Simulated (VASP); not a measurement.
Runs of VASP 6.6.1 on C. The structure is that of space group Fd-3m (No. 227), or close to it. The cells are those of the table. 

```csv
task,level,potentials or basis,cell,k mesh,cutoff (eV),smearing,second run,GW scheme,GW iterations,cutoff of the response function,frequency points,gap on the mesh (eV),pressure (GPa),largest force (eV/Å)
single point,PBE,"VASP PAW PBE potentials, release 64 (C)","a = 2.518, b = 2.518, c = 2.568 Å, angles 59.3, 59.3, 58.7°, 2 atoms",12 × 12 × 12,520,fermi-dirac 0.02 eV,-,-,-,-,-,3.89,5.7,0.05
single point,r2SCAN,"VASP PAW PBE potentials, release 64 (C)","a = 2.518, b = 2.518, c = 2.568 Å, angles 59.3, 59.3, 58.7°, 2 atoms",12 × 12 × 12,520,gaussian 0.01 eV,-,-,-,-,-,4.09,2.0,0.01
single point,r2SCAN,"VASP PAW PBE potentials, release 64 (C_h)","a = 2.517 Å, angles 60.0°, 2 atoms",12 × 12 × 12,910,gaussian 0.01 eV,hard_potentials,-,-,-,-,(d),-0.8,-
single point,r2SCAN,"VASP PAW PBE potentials, release 64 (C_h)","a = 2.560 Å, angles 58.9°, 2 atoms",12 × 12 × 12,910,gaussian 0.01 eV,hard_potentials,-,-,-,-,4.31,(a),0.01
single point,r2SCAN,"VASP PAW PBE potentials, release 64 (C)","a = 2.560 Å, angles 58.9°, 2 atoms",12 × 12 × 12,520,gaussian 0.01 eV,-,-,-,-,-,4.28,-9.3,0.01
single point,PBE,"VASP PAW PBE potentials, release 64 (C)","a = 2.560 Å, angles 58.9°, 2 atoms",6 × 6 × 6,520,gaussian 0.01 eV,-,-,-,-,-,4.09,-5.4,0.03
single point,PBE,"VASP PAW PBE potentials, release 64 (C)","a = 2.517 Å, angles 60.0°, 2 atoms",12 × 12 × 12,520,fermi-dirac 0.02 eV,-,-,-,-,-,4.17,4.9,-
single point,r2SCAN,"VASP PAW PBE potentials, release 64 (C)","a = 2.517 Å, angles 60.0°, 2 atoms",12 × 12 × 12,520,gaussian 0.01 eV,-,-,-,-,-,(c),1.1,-
single point,PBE,"VASP PAW PBE potentials, release 64 (C)","a = 2.517 Å, angles 60.0°, 2 atoms",6 × 6 × 6,520,gaussian 0.01 eV,-,-,-,-,-,4.16,5.0,-
single point,HSE06,"VASP PAW PBE potentials, release 64 (C)","a = 2.517 Å, angles 60.0°, 2 atoms",8 × 8 × 8,520,gaussian 0.01 eV,-,-,-,-,-,(b),-4.9,-
```

Alike in all rows: no spin polarisation.

Question: Estimate the missing entries.

Answer: (a) -11.1; (b) 5.29; (c) 4.36; (d) 4.39.

Caveats: some runs use coarse meshes; the PAW data sets were made with another functional, which shifts forces and pressure a little (some runs); the cutoff is under 1.25 times the usual one of these potentials, so pressure, stress and relaxed cells hold a basis-set (Pulay) error (some runs).

A k mesh can miss the band edges.
